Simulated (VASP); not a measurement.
# Li (Pm-3n) in VASP: a series of runs, part 2 of 2

VASP 6.6.1. Earlier steps stand in the parts before.

### 4 Relaxation of cell and atoms, BLYP

This run uses another cell than the first one, of 21.61 Å³/atom, 1.079 times its volume.

Contents of INCAR:

```
AGGAC = 1.0
AGGAX = 1.0
ALDAC = 0.0
ALDAX = 1.0
ALGO = Normal
EDIFF = 1E-7
EDIFFG = -0.01
ENCUT = 600
GGA = B5
IBRION = 2
ISIF = 3
ISMEAR = -1
LASPH = True
LCHARG = False
LREAL = False
LWAVE = False
NELM = 80
NSW = 80
PREC = Accurate
SIGMA = 0.1
```

Contents of KPOINTS:

```
k-points
0
Gamma
  5 5 5
```

Contents of POSCAR:

```
Li
1.0
    5.5706665117      0.0000000000      0.0000000000
    0.0000000000      5.5706665117      0.0000000000
    0.0000000000      0.0000000000      5.5706665117
Li
8
Direct
    0.0000000000      0.0000000000      0.0000000000
    0.5000000000      0.5000000000      0.5000000000
    0.2500000000      0.0000000000      0.5000000000
    0.7500000000      0.0000000000      0.5000000000
    0.5000000000      0.2500000000      0.0000000000
    0.5000000000      0.7500000000      0.0000000000
    0.0000000000      0.5000000000      0.2500000000
    0.0000000000      0.5000000000      0.7500000000
```

Potentials or basis: VASP PAW PBE potentials, release 64 (Li_sv).

Run with:

```
$ cat potpaw_PBE.64/Li_sv/POTCAR > POTCAR
$ mpirun -np 1 vasp_std > vasp.out
```

OUTCAR:

```text
EDIFF = 1E-7
   EDIFFG = -0.01
   ENCUT = 600
   GGA = B5
   IBRION = 2
   ISIF = 3
   ISMEAR = -1
   LASPH = True
   LREAL = False
   NELM = 80
   NSW = 80
   PREC = Accurate

 ion  position               nearest neighbor table
   1  0.000  0.000  0.000-
   2  0.500  0.500  0.500-
   3  0.250  0.000  0.500-
   4  0.750  0.000  0.500-
   5  0.500  0.250  0.000-
   6  0.500  0.750  0.000-
   7  0.000  0.500  0.250-
   8  0.000  0.500  0.750-

  LATTYP: Found a simple cubic cell.
 ALAT       =     5.5706665117

  Lattice vectors:

 A1 = (   5.5706665117,   0.0000000000,   0.0000000000)
 A2 = (   0.0000000000,   5.5706665117,   0.0000000000)
 A3 = (   0.0000000000,   0.0000000000,   5.5706665117)

Analysis of symmetry for initial positions (statically):
=====================================================================
 Subroutine PRICEL returns:
 Original cell was already a primitive cell.

 Routine SETGRP: Setting up the symmetry group for a
 simple cubic supercell.

 Subroutine GETGRP returns: Found 48 space group operations
 (whereof 24 operations were pure point group operations)
 out of a pool of 48 trial point group operations.

The static configuration has the point symmetry T_h .
 The point group associated with its full space group is O_h .

Analysis of symmetry for dynamics (positions and initial velocities):
=====================================================================
 Subroutine PRICEL returns:
 Original cell was already a primitive cell.

 Routine SETGRP: Setting up the symmetry group for a
 simple cubic supercell.

 Subroutine GETGRP returns: Found 48 space group operations
 (whereof 24 operations were pure point group operations)
 out of a pool of 48 trial point group operations.

The dynamic configuration has the point symmetry T_h .
 The point group associated with its full space group is O_h .

 Subroutine INISYM returns: Found 48 space group operations
[... 100 lines left out ...]
   ISIF   =      3    stress and relaxation
   ISYM   =      2    0-nonsym 1-usesym 2-fastsym
   POTIM  = 0.5000    time-step for ionic-motion
   TEBEG  =    0.0;   TEEND  =   0.0 temperature during run
   PSTRESS=    0.0 pullay stress
   NELECT =      24.0000    total number of electrons
   NUPDOWN=      -1.0000    fix difference up-down
   EMIN   =  10.00;   EMAX   =-10.00  energy-range for DOS
   EFERMI =   0.00;   METHOD = LEGACY
   ISMEAR =    -1;   SIGMA  =   0.10  broadening in eV -4-tet -1-fermi 0-gaus
   EFERMI_NEDOS =   21; number of points for ismear=-14 and -15
   IALGO  =     38    algorithm
   IMIX   =      4    mixing-type and parameters
     AMIX     =   0.40;   BMIX     =  1.00
     AMIX_MAG =   1.60;   BMIX_MAG =  1.00
  volume/ion in A,a.u.               =      21.61       145.82
  Fermi-wavevector in a.u.,A,eV,Ry     =   0.847692  1.601906  9.776898  0.718582
  Thomas-Fermi vector in A             =   1.963238
   LORBIT       =      0    0 simple, 1 ext, 2 COOP (PROOUT), +10 PAW based schemes
   GGA     = B5    functional components
   LHFCALC =     F    Hartree Fock is set to
   AEXX    =    0.0000 exact exchange contribution
   IVDW    =     0    specifies the selected vdW correction
   LEPSILON=     F    determine dielectric tensor
   LRPA    =     F    only Hartree local field effects (RPA)
 conjugate gradient relaxation of ions
 non-spin polarized calculation
  energy-cutoff  :      600.00
  volume of cell :      172.87
 maximum number of plane-waves:      5779
 NGX is ok and might be reduce to    48
   NGX = 23   NGY = 23   NGZ = 23

--------------------------------------- Ionic step        1  -------------------------------------------

 number of electron      24.0000093 magnetization

 Free energy of the ion-electron system (eV)
  ---------------------------------------------------
  ext. energy  EPLUGINS =         0.00000000
  ---------------------------------------------------
  free energy    TOTEN  =       -12.45449091 eV

  energy without entropy =      -12.33653171  energy(sigma->0) =      -12.39551131

------------------------ aborting loop because EDIFF is reached ----------------------------------------

  FORCE on cell =-STRESS in cart. coord.  units (eV):
  Direction    XX          YY          ZZ          XY          YZ          ZX
  --------------------------------------------------------------------------------------
  -------------------------------------------------------------------------------------
  Total       -1.0229140     -1.0229140     -1.0229140      0.0000000     -0.0000000      0.0000000
  in kB       -9.4804345     -9.4804345     -9.4804345      0.0000000     -0.0000000      0.0000000
  external PRESSURE =      -9.4804345 kB  Pullay stress =       0.0000000 kB
[... 113 lines left out ...]
--------------------------------------- Ionic step        4  -------------------------------------------

 number of electron      23.9999960 magnetization

 Free energy of the ion-electron system (eV)
  ---------------------------------------------------
  ext. energy  EPLUGINS =         0.00000000
  ---------------------------------------------------
  free energy    TOTEN  =       -12.49583088 eV

  energy without entropy =      -12.38266856  energy(sigma->0) =      -12.43924972

 E-fermi :   1.1262     XC(G=0):  -6.6933

 val. band max:        1.1253225795   @ k =   0.4000   0.4000   0.2000
 cond. band min:       1.2453827665   @ k =   0.4000   0.2000   0.0000
 fundamental gap:      0.1200601870
 Fermi energy:         1.1262473306

 k-point     1 :       0.0000    0.0000    0.0000
  band No.  band energies     occupation
      1     -46.1395      2.00000
      2     -46.1292      2.00000
      3     -46.1292      2.00000
      4     -46.1100      2.00000
      5     -46.1100      2.00000
      6     -46.1100      2.00000
[... 224 lines left out ...]
  FREE ENERGIE OF THE ION-ELECTRON SYSTEM (eV)
  ---------------------------------------------------
  free  energy   TOTEN  =       -12.4958308780 eV

  energy  without entropy=      -12.3826685649  energy(sigma->0) =      -12.43924972

 reached required accuracy - stopping structural energy minimisation
```

OSZICAR:

```text
N       E                     dE             d eps       ncg     rms          rms(c)
DAV:   1     0.112664692818E+03    0.11266E+03   -0.11640E+04   356   0.150E+03
DAV:   2     0.191597927582E+02   -0.93505E+02   -0.91014E+02   366   0.332E+02
DAV:   3    -0.742686235269E+01   -0.26587E+02   -0.26451E+02   634   0.772E+01
[... 42 lines left out ...]
DAV:   5    -0.124958330171E+02   -0.69230E-05   -0.10247E-04   458   0.915E-02    0.431E-03
DAV:   6    -0.124958318501E+02    0.11670E-05   -0.44315E-06   539   0.198E-02    0.298E-03
DAV:   7    -0.124958309994E+02    0.85070E-06   -0.24611E-07   270   0.659E-03    0.604E-04
DAV:   8    -0.124958308575E+02    0.14190E-06   -0.54626E-08   188   0.315E-03    0.153E-04
DAV:   9    -0.124958308780E+02   -0.20466E-07   -0.20141E-08   185   0.161E-03
   4 F= -.12495831E+02 E0= -.12439250E+02  d E =-.413400E-01
```

CONTCAR:

```text
Li
   1.00000000000000
     5.4191757418891200   -0.0000000000000000    0.0000000000000000
     0.0000000000000000    5.4191757418891200   -0.0000000000000000
     0.0000000000000000   -0.0000000000000000    5.4191757418891200
  Li
     8
Direct
     1.0000000000000000    1.0000000000000000    1.0000000000000000
     0.5000000000000000    0.5000000000000000    0.5000000000000000
     0.2500000000000000    0.0000000000000000    0.5000000000000000
     0.7500000000000000    1.0000000000000000    0.5000000000000000
     0.5000000000000000    0.2500000000000000    0.0000000000000000
     0.5000000000000000    0.7500000000000000    1.0000000000000000
     0.0000000000000000    0.5000000000000000    0.2500000000000000
     1.0000000000000000    0.5000000000000000    0.7500000000000000

  0.00000000E+00  0.00000000E+00  0.00000000E+00
  0.00000000E+00  0.00000000E+00  0.00000000E+00
  0.00000000E+00  0.00000000E+00  0.00000000E+00
  0.00000000E+00  0.00000000E+00  0.00000000E+00
  0.00000000E+00  0.00000000E+00  0.00000000E+00
  0.00000000E+00  0.00000000E+00  0.00000000E+00
  0.00000000E+00  0.00000000E+00  0.00000000E+00
  0.00000000E+00  0.00000000E+00  0.00000000E+00
```

It took 3.3 min on 1 thread of Intel Xeon 6975P-C (Granite Rapids), shared host; peak memory 0.32 GiB.

What came out:

```yaml
Free_energy: -12.4958 eV
Relaxed_volume: 19.89 Å³/atom
Relaxed_cell: a = 5.419 Å, b = 5.419 Å, c = 5.419 Å, α = 90.00°, β = 90.00°, γ = 90.00°
Space_group_after_relaxing_to_0.05_Å: Pm-3n (No. 223)
Energy_gained_by_relaxing: 5.2 meV/atom
Ionic_steps: 4
Pressure_after_relaxing: 0.0 GPa
Band_gap_on_the_k_mesh: zero (band 12 reaches 1.37 eV, above the bottom of band 13 at 0.86 eV)
```

Step by step:
```csv
step,energy change (eV),largest force (eV/Å),pressure (GPa),volume (Å³)
1,0.0000,0.0000,-0.95,172.87
2,-0.0166,0.0000,-0.76,169.69
3,-0.0411,0.0000,-0.10,160.39
4,-0.0413,0.0000,0.01,159.15
```

Final structure:
```yaml
crystal:
  lattice:
    - [5.41918, 0.00000, 0.00000]
    - [0.00000, 5.41918, 0.00000]
    - [0.00000, 0.00000, 5.41918]
  atoms:
    - { symbol: Li, position: [0.00000, 0.00000, 0.00000] }
    - { symbol: Li, position: [0.50000, 0.50000, 0.50000] }
    - { symbol: Li, position: [0.25000, 0.00000, 0.50000] }
    - { symbol: Li, position: [0.75000, 0.00000, 0.50000] }
    - { symbol: Li, position: [0.50000, 0.25000, 0.00000] }
    - { symbol: Li, position: [0.50000, 0.75000, 0.00000] }
    - { symbol: Li, position: [0.00000, 0.50000, 0.25000] }
    - { symbol: Li, position: [0.00000, 0.50000, 0.75000] }
```

Levels at points of the mesh, in eV from the Fermi level:
```
           k point  band 10  band 11  band 12  band 13  band 14  band 15
(0.00, 0.00, 0.00)    -0.33    -0.33    -0.33     0.58     0.58     0.85
```

Caveat: the cutoff is under 1.25 times the usual one of these potentials, so pressure, stress and relaxed cells hold a basis-set (Pulay) error; the PAW data sets were made with another functional, which shifts forces and pressure a little.

### 5 The runs side by side

```tsv
task	cell	k mesh	cutoff (eV)	gap on the mesh (eV)
single point	a = 5.431 Å, 8 atoms	5 × 5 × 5	520	none
single point	a = 5.431 Å, 8 atoms	6 × 6 × 6	520	none
relaxation of cell and atoms	relaxed from a = 5.571 Å, 8 atoms	5 × 5 × 5	600	none
```

Alike in all rows: level BLYP; potentials or basis VASP PAW PBE potentials, release 64 (Li_sv); no spin polarisation; smearing fermi-dirac 0.1 eV.

Caveats: the cutoff is under 1.25 times the usual one of these potentials, so pressure, stress and relaxed cells hold a basis-set (Pulay) error; the PAW data sets were made with another functional, which shifts forces and pressure a little.

Absolute energies hang on the potentials; compare differences alone.
